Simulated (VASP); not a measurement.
A run of VASP 6.6.1 is set up as follows.

The input INCAR:

```
SYSTEM = HfAl2N3
ALGO     = Normal         ! electronic algorithm
EDIFF    = 1E-6           ! SCF threshold, eV
ENCUT    = 520            ! plane-wave cutoff, eV
GGA      = PE             ! functional
ISIF     = 2              ! what is computed and relaxed
ISMEAR   = 0              ! smearing method
LASPH    = .TRUE.         ! aspherical terms in the spheres
LCHARG   = .FALSE.        ! write CHGCAR
LREAL    = .FALSE.        ! projectors in reciprocal space
LWAVE    = .FALSE.        ! write WAVECAR
NBANDS   = 43             ! bands
NELM     = 100            ! most SCF steps
PREC     = Accurate       ! precision mode
SIGMA    = 0.1            ! smearing width, eV
```

Contents of KPOINTS:

```
k-points
0
G
  6 6 1
  0 0 0
```

POSCAR

```
HfAl2N3
1.0
    3.2432900299      0.0000000028      0.0000000000
   -1.6216450173      2.8087715564      0.0000000000
    0.0000000000      0.0000000000     15.9839221019
Hf Al N
2 4 6
Direct
    0.6666666667      0.3333333333      0.8255961577
    0.3333333333      0.6666666667      1.0133820268
    0.6666666667      0.3333333333      0.1857820825
    0.6666666667      0.3333333333      0.4930849247
    0.3333333333      0.6666666667      0.3393602900
    0.3333333333      0.6666666667      0.6465839627
    0.6666666667      0.3333333333      0.3060127137
    0.6666666667      0.3333333333      0.6133975935
    0.6666666667      0.3333333333      0.9591188465
    0.3333333333      0.6666666667      0.1515734105
    0.3333333333      0.6666666667      0.4596044035
    0.3333333333      0.6666666667      0.7665035878
```

Potentials or basis: VASP PAW PBE potentials, release 64 (Hf_pv, Al, N).

The run is started by

```sh
$ cat potpaw_PBE.64/Hf_pv/POTCAR potpaw_PBE.64/Al/POTCAR potpaw_PBE.64/N/POTCAR > POTCAR
$ mpirun -np 1 vasp_std > vasp.out
```

Q: Predict the band gap on the k mesh.

A: Zero (bands 31 and 32 overlap by 0.53 eV).

Q: What does it give for the largest force?

A: 0.053 eV/Å.

Q: Predict the pressure.

A: -0.8 GPa.

Forces on the atoms (eV/Å):
```
Hf   0.000  0.000 -0.011
Hf   0.000  0.000  0.005
Al   0.000  0.000 -0.002
Al   0.000  0.000  0.008
Al   0.000  0.000  0.005
Al   0.000  0.000  0.021
N    0.000  0.000 -0.007
N    0.000  0.000 -0.005
N    0.000  0.000 -0.023
N    0.000  0.000 -0.039
N    0.000  0.000 -0.007
N    0.000  0.000  0.053
```

Caveat: the k points lie up to 0.39 Å⁻¹ apart, too coarse for converged energies and pressures of a metal; spin-orbit coupling is left out, which moves the levels of the heavy elements.
